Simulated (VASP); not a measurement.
A run of VASP 6.6.1:

File INCAR:

```
SYSTEM = WC
PREC = Accurate ; ENCUT = 520
EDIFF = 1E-6 ; ISMEAR = 0
SIGMA = 0.15 ; LREAL = .FALSE.
LASPH = .TRUE. ; NELM = 60
ALGO = Normal ; ISIF = 2
LWAVE = .FALSE. ; LCHARG = .FALSE.
GGA = PS ; NBANDS = 16
```

KPOINTS

```
Automatic mesh
0
G
  24 24 22
  0 0 0
```

Contents of POSCAR:

```
WC
1.0
    2.8984136670      0.0000000000      0.0000000000
   -1.4492068335      2.5100998663      0.0000000000
    0.0000000000      0.0000000000      2.8276119036
W C
1 1
Direct
    0.0006507110      0.0013014220      0.0000000000
    0.6567069036      0.3134138072      0.5000000000
```

Potentials or basis: VASP PAW PBE potentials, release 64 (W_sv, C).

Run with:

```console
$ cat potpaw_PBE.64/W_sv/POTCAR potpaw_PBE.64/C/POTCAR > POTCAR
$ mpirun -np 1 vasp_std > vasp.out
```

Hardware: 1 thread of Intel(R) Xeon(R) 6975P-C (Granite Rapids), with other jobs on the host.

Problem. Estimate the wall time of this run.

Solution. Run time: 2.9 min on 1 thread of Intel(R) Xeon(R) 6975P-C (Granite Rapids), on a shared host, peak memory 0.67 GiB. Counts: scf iterations 12, k points 1884.
